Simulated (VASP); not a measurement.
Set up this calculation in VASP 6.6.1, as the native input.

| Item | Value |
| --- | --- |
| Task | single point |
| Functional | r2SCAN |
| Potentials or basis | VASP PAW PBE potentials, release 64 (I, O) |
| Cutoff | 520 eV |
| k mesh | 11 × 11 × 11 |
| Occupations | fermi-dirac, width 0.1 eV |
| Spin | no spin polarisation |
| Dipole correction | no |
| Further INCAR settings | ALGO = Normal; EDIFF = 1e-06; NBANDS = 14 |

Crystal: IO (rock salt type).

```
CELL_PARAMETERS angstrom
0.00000 2.70374 2.70374
2.70374 0.00000 2.70374
2.70374 2.70374 0.00000
ATOMIC_POSITIONS crystal
I 0.00000 0.00000 0.00000
O 0.50000 0.50000 0.50000
```

One way to write it, as run:

POSCAR

```
IO
1.0
    0.0000000000      2.7037408651      2.7037408651
    2.7037408651      0.0000000000      2.7037408651
    2.7037408651      2.7037408651      0.0000000000
I O
1 1
Direct
    0.0000000000      0.0000000000      0.0000000000
    0.5000000000      0.5000000000      0.5000000000
```

INCAR.step1

```
PREC = Accurate
ENCUT = 520
ISMEAR = -1
SIGMA = 0.1
LREAL = False
LASPH = True
NELM = 60
NBANDS = 14
GGA = PE
ALGO = Normal
EDIFF = 1E-4
LWAVE = True
LCHARG = False
```

INCAR.step2

```
PREC = Accurate
ENCUT = 520
EDIFF = 1E-6
ISMEAR = -1
SIGMA = 0.1
LREAL = False
LASPH = True
NELM = 60
ALGO = Normal
ISIF = 2
LWAVE = False
LCHARG = False
METAGGA = R2SCAN
LMIXTAU = True
NBANDS = 14
ISTART = 1
```

KPOINTS

```
Automatic mesh
0
Gamma
  11 11 11
```

Potentials or basis: VASP PAW PBE potentials, release 64 (I, O).

Launch:

```console
$ cat potpaw_PBE.64/I/POTCAR potpaw_PBE.64/O/POTCAR > POTCAR
$ cp INCAR.step1 INCAR
$ mpirun -np 1 vasp_std > vasp.out
$ cp INCAR.step2 INCAR
$ mpirun -np 1 vasp_std > vasp.out
```

It gave:

The pressure is -3.9 GPa.

Caveat: the PAW data sets were made with another functional, which shifts forces and pressure a little; an odd number of electrons without spin polarisation forces a metal; a magnetic or distorted state may lie lower.

Run time: 88 s on 1 thread of Intel(R) Xeon(R) Platinum 8488C (Sapphire Rapids) (shared host), peak memory 0.18 GiB.
